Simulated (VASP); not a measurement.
# Si2N (Cmmm) in VASP: notebook, part 3 of 3

VASP 6.6.1. The steps go on from the part before.

## 5. Single point, PBE

This run uses another cell than the first one, of 13.99 Å³/atom, 1.004 times its volume.

INCAR

```
SYSTEM = Si2N
PREC     = Accurate       ! precision mode
ENCUT    = 520            ! plane-wave cutoff, eV
EDIFF    = 1E-7           ! SCF threshold, eV
ISMEAR   = 0              ! smearing method
SIGMA    = 0.1            ! smearing width, eV
LREAL    = .FALSE.        ! projectors in reciprocal space
LASPH    = .TRUE.         ! aspherical terms in the spheres
NELM     = 60             ! most SCF steps
ALGO     = Normal         ! electronic algorithm
ISIF     = 2              ! what is computed and relaxed
LWAVE    = .FALSE.        ! write WAVECAR
LCHARG   = .TRUE.         ! write CHGCAR
GGA      = PE             ! functional
LELF     = .TRUE.         ! ELF
LVHAR    = .TRUE.       
NBANDS   = 14             ! bands
```

KPOINTS

```
regular mesh
0
G
  6 6 6
  0 0 0
```

POSCAR

```
Si2N
1.0
    2.1793061622     -3.6646867547      0.0000000000
    2.1793061622      3.6646867547      0.0000000000
    0.0000000000      0.0000000000      2.6274314763
Si N
2 1
Direct
    0.3187933502      0.6812066498      0.5000000000
    0.6812066498      0.3187933502      0.5000000000
    0.5000000000      0.5000000000      0.0000000000
```

Potentials or basis: VASP PAW PBE potentials, release 64 (Si, N).

Run with:

```
$ cat potpaw_PBE.64/Si/POTCAR potpaw_PBE.64/N/POTCAR > POTCAR
$ mpirun -np 1 vasp_std > vasp.out
```

OUTCAR:

```text
SYSTEM = Si2N
   PREC = Accurate
   ENCUT = 520
   EDIFF = 1E-7
   ISMEAR = 0
   LREAL = .FALSE.
   LASPH = .TRUE.
   NELM = 60
   ISIF = 2
   GGA = PE

 ion  position               nearest neighbor table
   1  0.319  0.681  0.500-   3 1.87   3 1.87   2 2.40   2 2.40   2 2.66
   2  0.681  0.319  0.500-   3 1.87   3 1.87   1 2.40   1 2.40   1 2.66
   3  0.500  0.500  0.000-   1 1.87   2 1.87   1 1.87   2 1.87

  LATTYP: Found a base centered orthorhombic cell.
 ALAT       =     4.3586123244
 B/A-ratio  =     1.6815841749
 C/A-ratio  =     0.6028137583

  Lattice vectors:

 A1 = (   2.1793061622,  -3.6646867547,   0.0000000000)
 A2 = (   2.1793061622,   3.6646867547,   0.0000000000)
 A3 = (   0.0000000000,   0.0000000000,   2.6274314763)

Analysis of symmetry for initial positions (statically):
=====================================================================
 Subroutine PRICEL returns:
 Original cell was already a primitive cell.

 Routine SETGRP: Setting up the symmetry group for a
 base centered orthorhombic supercell.

 Subroutine GETGRP returns: Found  8 space group operations
 (whereof  8 operations were pure point group operations)
 out of a pool of  8 trial point group operations.

The static configuration has the point symmetry D_2h.

Analysis of symmetry for dynamics (positions and initial velocities):
=====================================================================
 Subroutine PRICEL returns:
 Original cell was already a primitive cell.

 Routine SETGRP: Setting up the symmetry group for a
 base centered orthorhombic supercell.

 Subroutine GETGRP returns: Found  8 space group operations
 (whereof  8 operations were pure point group operations)
 out of a pool of  8 trial point group operations.

The dynamic configuration has the point symmetry D_2h.

 Subroutine INISYM returns: Found  8 space group operations
 (whereof  8 operations are pure point group operations),
 and found     1 'primitive' translations

----------------------------------------------------------------------------------------

                                     Primitive cell

  volume of cell :      41.9678

  direct lattice vectors                    reciprocal lattice vectors
     2.179306162 -3.664686755  0.000000000     0.229430820 -0.136437309  0.000000000
     2.179306162  3.664686755  0.000000000     0.229430820  0.136437309  0.000000000
     0.000000000  0.000000000  2.627431476     0.000000000  0.000000000  0.380599840

  length of vectors
     4.263719545  4.263719545  2.627431476     0.266933776  0.266933776  0.380599840

  position of ions in fractional coordinates (direct lattice)
     0.318793350  0.681206650  0.500000000
     0.681206650  0.318793350  0.500000000
     0.500000000  0.500000000  0.000000000

  ion indices of the primitive-cell ions
   primitive index   ion index
                 1           1
                 2           2
                 3           3

----------------------------------------------------------------------------------------

 KPOINTS: regular mesh

Automatic generation of k-mesh.
 Grid dimensions read from file:
 generate k-points for:    6    6    6

 Generating k-lattice:

  Cartesian coordinates                     Fractional coordinates (reciprocal lattice)
[... 45 lines left out ...]
   dimension x,y,z NGX =    32 NGY =   32 NGZ =   20
   dimension x,y,z NGXF=    64 NGYF=   64 NGZF=   40
   ions per type =               2   1
   NGX,Y,Z   is equivalent  to a cutoff of  12.48, 12.48, 12.65 a.u.
   NGXF,Y,Z  is equivalent  to a cutoff of  24.95, 24.95, 25.31 a.u.
 SYSTEM =  Si2N
   PREC   = accura    normal or accurate (medium, high low for compatibility)
   ISTART =      0    job   : 0-new  1-cont  2-samecut
   ICHARG =      2    charge: 1-file 2-atom 10-const
   ISPIN  =      1    spin polarized calculation?
   LNONCOLLINEAR =      F non collinear calculations
   LSORBIT =      F    spin-orbit coupling
   LASPH  =      T    aspherical Exc in radial PAW
   ENCUT  =  520.0 eV  38.22 Ry    6.18 a.u.   7.93  7.93  4.89*2*pi/ulx,y,z
   NELM   =     60;   NELMIN=  2; NELMDL= -5     # of ELM steps
   EDIFF  = 0.1E-06   stopping-criterion for ELM
   LREAL  =      F    real-space projection
   EDIFFG = 0.1E-05   stopping-criterion for IOM
   NSW    =      0    number of steps for IOM
   IBRION =     -1    ionic relax: 0-MD 1-quasi-New 2-CG
   NFREE  =      0    steps in history (QN), initial steepest desc. (CG)
   ISIF   =      2    stress and relaxation
   ISYM   =      2    0-nonsym 1-usesym 2-fastsym
   POTIM  = 0.5000    time-step for ionic-motion
   TEBEG  =    0.0;   TEEND  =   0.0 temperature during run
   PSTRESS=    0.0 pullay stress
   NELECT =      13.0000    total number of electrons
   NUPDOWN=      -1.0000    fix difference up-down
   EMIN   =  10.00;   EMAX   =-10.00  energy-range for DOS
   EFERMI =   0.00;   METHOD = LEGACY
   ISMEAR =     0;   SIGMA  =   0.10  broadening in eV -4-tet -1-fermi 0-gaus
   EFERMI_NEDOS =   21; number of points for ismear=-14 and -15
   IALGO  =     38    algorithm
   IMIX   =      4    mixing-type and parameters
     AMIX     =   0.40;   BMIX     =  1.00
     AMIX_MAG =   1.60;   BMIX_MAG =  1.00
  volume/ion in A,a.u.               =      13.99        94.40
  Fermi-wavevector in a.u.,A,eV,Ry     =   1.107687  2.093225 16.693951  1.226971
  Thomas-Fermi vector in A             =   2.244205
   LORBIT       =      0    0 simple, 1 ext, 2 COOP (PROOUT), +10 PAW based schemes
   GGA     = PE    functional components
   LHFCALC =     F    Hartree Fock is set to
   AEXX    =    0.0000 exact exchange contribution
   IVDW    =     0    specifies the selected vdW correction
   LEPSILON=     F    determine dielectric tensor
   LRPA    =     F    only Hartree local field effects (RPA)
 non-spin polarized calculation
 Gauss-broadening in eV      SIGMA  =   0.10
  energy-cutoff  :      520.00
  volume of cell :       41.97
 maximum number of plane-waves:      1150
   NGX = 15   NGY = 15   NGZ =  9

 number of electron      13.0000000 magnetization

 Free energy of the ion-electron system (eV)
  ---------------------------------------------------
  ext. energy  EPLUGINS =         0.00000000
  ---------------------------------------------------
  free energy    TOTEN  =       -18.89776102 eV

  energy without entropy =      -18.89581477  energy(sigma->0) =      -18.89678790

 E-fermi :   7.8156     XC(G=0): -10.1920

 val. band max:        7.7326922427   @ k =   0.1667   0.1667   0.3333
 cond. band min:       7.8626658302   @ k =   0.5000   0.3333   0.5000
 fundamental gap:      0.1299735875
 Fermi energy:         7.8156149939

 k-point     1 :       0.0000    0.0000    0.0000
  band No.  band energies     occupation
      1     -11.3363      2.00000
      2      -1.9623      2.00000
      3      -1.3740      2.00000
      4       2.4134      2.00000
      5       3.3001      2.00000
      6       3.5182      2.00000
      7       6.7243      2.00000
      8      11.1382      0.00000
      9      13.2153      0.00000
     10      14.5197      0.00000
     11      15.5951      0.00000
     12      16.2491      0.00000
     13      17.9180      0.00000
     14      18.2460      0.00000
[... 377 lines left out ...]
      1     -10.5419      2.00000
      2      -4.3614      2.00000
      3       0.7020      2.00000
      4       1.4355      2.00000
      5       3.3180      2.00000
      6       5.5044      2.00000
      7       7.5786      1.99920
      8      10.2921      0.00000
      9      11.1133      0.00000
     10      13.3235      0.00000
     11      15.2909      0.00000
     12      16.9211      0.00000
     13      18.1427      0.00000
     14      18.8674      0.00000

 [... further k-points ...]

------------------------ aborting loop because EDIFF is reached ----------------------------------------

  FORCE on cell =-STRESS in cart. coord.  units (eV):
  Direction    XX          YY          ZZ          XY          YZ          ZX
  --------------------------------------------------------------------------------------
  -------------------------------------------------------------------------------------
  Total       -0.0410378     -0.0850617      0.0109391      0.0000000      0.0000000      0.0000000
  in kB       -1.5666709     -3.2473410      0.4176155      0.0000000      0.0000000      0.0000000
  external PRESSURE =      -1.4654655 kB  Pullay stress =       0.0000000 kB

 VOLUME and BASIS-vectors are now :
 -----------------------------------------------------------------------------
  energy-cutoff  :      520.00
  volume of cell :       41.97
      direct lattice vectors                 reciprocal lattice vectors
     2.179306162 -3.664686755  0.000000000     0.229430820 -0.136437309  0.000000000
     2.179306162  3.664686755  0.000000000     0.229430820  0.136437309  0.000000000
     0.000000000  0.000000000  2.627431476     0.000000000  0.000000000  0.380599840

 POSITION                                       TOTAL-FORCE (eV/Angst)
 -----------------------------------------------------------------------------------
      2.17931      1.32813      1.31372         0.000000     -0.014673      0.000000
      2.17931     -1.32813      1.31372         0.000000      0.014673     -0.000000
      2.17931      0.00000      0.00000        -0.000000      0.000000      0.000000
 -----------------------------------------------------------------------------------
    total drift:                               -0.000000     -0.000000     -0.000000

  FREE ENERGIE OF THE ION-ELECTRON SYSTEM (eV)
  ---------------------------------------------------
  free  energy   TOTEN  =       -18.8977610237 eV

  energy  without entropy=      -18.8958147711  energy(sigma->0) =      -18.89678790
```

Wall time 16 s (1 thread of AMD EPYC 9R14 (Zen 4), shared host); peak memory 0.13 GiB.

Results:

| Quantity | Value |
| --- | --- |
| Free energy | -18.8978 eV |
| Pressure | -0.1 GPa |
| Largest force | 0.015 eV/Å |

Forces in eV/Å, atoms in the order of the input:
```
Si   0.000 -0.015  0.000
Si   0.000  0.015  0.000
N    0.000  0.000  0.000
```

Stress tensor (GPa, compression positive):
```
-0.16  0.00  0.00
 0.00 -0.32  0.00
 0.00  0.00  0.04
```

Caveat: the k points lie up to 0.40 Å⁻¹ apart.

## 6. Single point, PBE, collinear spin, ferromagnetic start

This run uses another cell than the first one, of 13.99 Å³/atom, 1.004 times its volume.

INCAR

```
PREC = Accurate
ENCUT = 520
EDIFF = 1E-7
ISMEAR = 0
SIGMA = 0.1
LREAL = False
LASPH = True
NELM = 150
ALGO = Normal
ISIF = 2
LWAVE = False
LCHARG = False
ISPIN = 2
MAGMOM = 0 0 1
LORBIT = 11
GGA = PE
NBANDS = 18
```

KPOINTS

```
Automatic mesh
0
Gamma
  4 4 6
```

POSCAR is that of step 5.

Potentials or basis: VASP PAW PBE potentials, release 64 (Si, N).

Run with:

```
$ cat potpaw_PBE.64/Si/POTCAR potpaw_PBE.64/N/POTCAR > POTCAR
$ mpirun -np 1 vasp_std > vasp.out
```

Run time: 25 s. Hardware: 1 thread of AMD EPYC 9R14 (Zen 4), shared host; peak memory 0.14 GiB.

The run converged. Its results:

| Item | Value |
| --- | --- |
| Free energy | -18.8828 eV |
| Pressure | 0.5 GPa |
| Largest force | 0.122 eV/Å |
| Net moment | 0.00 μB per cell |
| Valence electrons inside the program's atomic spheres | Si 1.58; N 3.85 |

Forces in eV/Å, atoms in the order of the input:
```
Si   0.000 -0.122  0.000
Si   0.000  0.122  0.000
N    0.000  0.000  0.000
```

Stress tensor (GPa, compression positive):
```
-2.18  0.00  0.00
 0.00  2.01  0.00
 0.00  0.00  1.56
```

Levels at points of the mesh, in eV from the Fermi level:
Spin up:
```csv
k point,band 5,band 6,band 7,band 8,band 9,band 10
"(0.00, 0.00, 0.00)",-4.64,-4.37,-1.23,3.22,5.30,6.61
"(0.50, 0.00, 0.00)",-4.32,-2.62,2.80,3.53,3.72,6.67
"(0.50, 0.50, 0.00)",-4.11,-3.20,-0.67,1.25,4.69,6.01
"(0.00, 0.00, 0.50)",-3.27,-3.21,-1.65,-0.02,2.72,3.00
"(0.50, 0.00, 0.50)",-4.18,-3.94,-1.80,1.06,1.53,6.88
"(0.50, 0.50, 0.50)",-3.81,-2.55,0.47,1.34,1.85,5.75
```
Spin down:
| k point | band 4 | band 5 | band 6 | band 7 | band 8 | band 9 | band 10 | band 11 |
| --- | --- | --- | --- | --- | --- | --- | --- | --- |
| (0.00, 0.00, 0.00) | -5.50 | -4.64 | -4.37 | -1.23 | 3.22 | 5.30 | 6.61 | 7.67 |
| (0.50, 0.00, 0.00) | -7.16 | -4.32 | -2.62 | 2.80 | 3.53 | 3.72 | 6.67 | 6.74 |
| (0.50, 0.50, 0.00) | -4.28 | -4.11 | -3.20 | -0.67 | 1.25 | 4.69 | 6.01 | 6.37 |
| (0.00, 0.00, 0.50) | -5.07 | -3.27 | -3.21 | -1.65 | -0.02 | 2.72 | 3.00 | 3.17 |
| (0.50, 0.00, 0.50) | -6.11 | -4.18 | -3.94 | -1.80 | 1.06 | 1.53 | 6.88 | 7.36 |
| (0.50, 0.50, 0.50) | -7.59 | -3.81 | -2.55 | 0.47 | 1.34 | 1.85 | 5.75 | 6.29 |

Caveat: the k points lie up to 0.42 Å⁻¹ apart.

## 7. The runs side by side

| task | spin | cell | k mesh | cutoff (eV) | gap on the mesh (eV) | pressure (GPa) | largest force (eV/Å) |
| --- | --- | --- | --- | --- | --- | --- | --- |
| single point | off | a = 4.291, b = 4.291, c = 2.620 Å, angles 90.0, 90.0, 119.9°, 3 atoms | 12 × 12 × 18 | 520 | none | -0.1 | 0.01 |
| relaxation of cell and atoms | off | relaxed from a = 4.264, b = 4.264, c = 2.627 Å, angles 90.0, 90.0, 118.5°, 3 atoms | 12 × 12 × 18 | 600 | none | 0.0 | - |
| single point | off | a = 3.376, b = 3.376, c = 3.338 Å, angles 90.0, 90.0, 107.5°, 3 atoms | 6 × 6 × 6 | 520 | none | 212.3 | 129.30 |
| single point | off | a = 4.264, b = 4.264, c = 2.627 Å, angles 90.0, 90.0, 118.5°, 3 atoms | 6 × 6 × 6 | 520 | none | -0.1 | 0.01 |
| single point | collinear, ferromagnetic start | a = 4.264, b = 4.264, c = 2.627 Å, angles 90.0, 90.0, 118.5°, 3 atoms | 4 × 4 × 6 | 520 | none | 0.5 | 0.12 |

Alike in all rows: level PBE; potentials or basis VASP PAW PBE potentials, release 64 (Si, N); smearing gaussian 0.1 eV.

Caveats: some runs use coarse meshes; forces of over 1 eV/Å act on the atoms, so gaps and moduli don't describe the material at rest (some runs).

Absolute energies hang on the potentials; compare differences alone.
